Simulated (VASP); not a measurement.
Crystal: ZnTe3O.

```
Zn Te O
1.0
     3.25243   -5.59147    0.00000
     3.25243    5.59147    0.00000
     0.00000    0.00000    3.45480
Zn Te O
1 3 1
Direct
  0.00000 0.00000 0.00000
  0.00000 0.50000 0.50000
  0.50000 0.00000 0.50000
  0.50000 0.50000 0.50000
  0.00000 0.00000 0.50000
```

The cell was generated, and may not be a known phase.

| Quantity | Value |
| --- | --- |
| Program | VASP 6.6.1 |
| Task | relaxation of cell and atoms |
| Functional | PBE |
| Potentials or basis | VASP PAW PBE potentials, release 64 (Zn, Te, O) |
| Cutoff | 600 eV |
| k mesh | 4 × 4 × 6 |
| Occupations | gaussian, width 0.1 eV |
| Spin | no spin polarisation |

At the start: pressure 0.6 GPa; volume 25.13 Å³/atom.

Q: Where does the relaxation end?

A: Over 10 steps the energy falls by 7.5 meV/atom and the volume is 24.83 Å³/atom (-1.2 %); space group P6/mmm (No. 191, to 0.1 Å) before and after.

Step by step:
```
step  energy change (eV)  largest force (eV/Å)  pressure (GPa)  volume (Å³)
   1              0.0000                0.0000            0.55       125.66
   2             -0.0170                0.0000           -0.77       127.21
   3             -0.0174                0.0000           -0.94       127.39
   4             -0.0351                0.0000           -0.47       125.38
   5             -0.0368                0.0000           -0.35       124.85
   6             -0.0356                0.0000           -0.04       123.78
   7             -0.0370                0.0000           -0.23       124.50
   8             -0.0370                0.0000           -0.27       124.57
   9             -0.0374                0.0000            0.16       123.90
  10             -0.0376                0.0000           -0.01       124.15
```

Final structure:
```
Zn Te O
1.0
     3.18748   -5.48514    0.00000
     3.18748    5.48514    0.00000
     0.00000    0.00000    3.55054
Zn Te O
1 3 1
Direct
  0.00000 0.00000 0.00000
  0.00000 0.50000 0.50000
  0.50000 0.00000 0.50000
  0.50000 0.50000 0.50000
  0.00000 0.00000 0.50000
```
